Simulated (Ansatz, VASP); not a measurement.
## KF in VASP and in Ansatz

The input INCAR:

```
PREC = Accurate
ENCUT = 520
EDIFF = 1E-6
ISMEAR = -1
SIGMA = 0.02
LREAL = F
LASPH = T
NELM = 60
ALGO = Normal
ISIF = 2
LWAVE = F
LCHARG = F
GGA = PE
NBANDS = 15
```

Contents of KPOINTS:

```
regular mesh
0
Gamma
  8 8 8
```

POSCAR

```
KF
1.0
    3.2993498803      0.0000000000      0.0000000000
    0.0000000000      3.2993498803      0.0000000000
    0.0000000000      0.0000000000      3.1612316261
K F
1 1
Direct
    0.0000000000      0.0000000000      0.0000000000
    0.5000000000      0.5000000000      0.5000000000
```

Input for Ansatz:

```yaml
crystal:
  lattice:
    - [3.2993498803, 0.0, 0.0]
    - [0.0, 3.2993498803, 0.0]
    - [0.0, 0.0, 3.1612316261]
  atoms:
    - { symbol: K, position: [0.0, 0.0, 0.0] }
    - { symbol: F, position: [0.5, 0.5, 0.5] }
kpoints:
  mp_grid: { grid: [8, 8, 8] }
  band_path:
    path: [[0.0, 0.0, 0.0], [0.0, 0.5, 0.0], [0.5, 0.5, 0.0], [0.5, 0.5, 0.5]]
    npoints: 1
hamiltonian:
  xc: pbe
scf:
  occupations: { method: fermi_dirac, width: 0.02 }
  n_extra_bands: 4
output:
  forces: true
  stress: true
  eigenvalues: true
  write_density: true
  write_potential: true
  elf: true
  volumetric_format: npy
```

Change from the starting cell: epitaxial_xy strain +3.8%.

Alike in both runs: task single point; functional PBE; k mesh 8 × 8 × 8; occupations fermi-dirac, width 0.02 eV; no spin polarisation.

```csv
,VASP,Ansatz
version,VASP 6.6.1,Ansatz 0.2.0
potentials or method,"VASP PAW PBE potentials, release 64 (K_sv, F)","plane waves, PAW"
plane-wave cutoff (eV),520,420
valence electrons in the cell,16,16
```

Ansatz gave:

```
gap on the k mesh at the Fermi level (eV)                     : 6.20
pressure (GPa)                                                : 0.2
traceless stress, the component that is largest in VASP (GPa) : 2.45
```

Task: Which values does VASP return?

Result: gap on the k mesh at the Fermi level (eV): 6.19; pressure (GPa): 0.2; traceless stress, the component that is largest in VASP (GPa): 2.46.
